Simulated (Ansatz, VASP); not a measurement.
# NaB in VASP and in Ansatz

```xyz
2
Lattice="0.0000 2.6839 2.6839 2.6839 0.0000 2.6839 2.6839 2.6839 0.0000" Properties=species:S:1:pos:R:3 pbc="T T T"
Na    0.0000    0.0000    0.0000
B     2.6839    2.6839    2.6839
```

Alike in both runs: task single point; functional r2SCAN; k mesh 16 × 16 × 16; occupations gaussian, width 0.15 eV; no spin polarisation.

|  | VASP | Ansatz |
| --- | --- | --- |
| version | VASP 6.6.1 | Ansatz 0.2.0 |
| potentials or method | VASP PAW PBE potentials, release 64 (Na_pv, B), cutoff 520 eV | scalar-relativistic, plane waves, PAW |
| valence electrons in the cell | 10 | 12 |

```csv
,VASP,Ansatz,Ansatz less VASP
gap on the k mesh at the Fermi level (eV),none,none,-
pressure (GPa),-0.4,-0.2,+0.18
```

VASP's potentials were made for PBE, not for r2SCAN. A gap of «none» marks a metal or a gap that the smearing closes. VASP's potentials hold 10 valence electrons a cell and Ansatz's 12, so a difference there can come from the potentials and not from the codes.
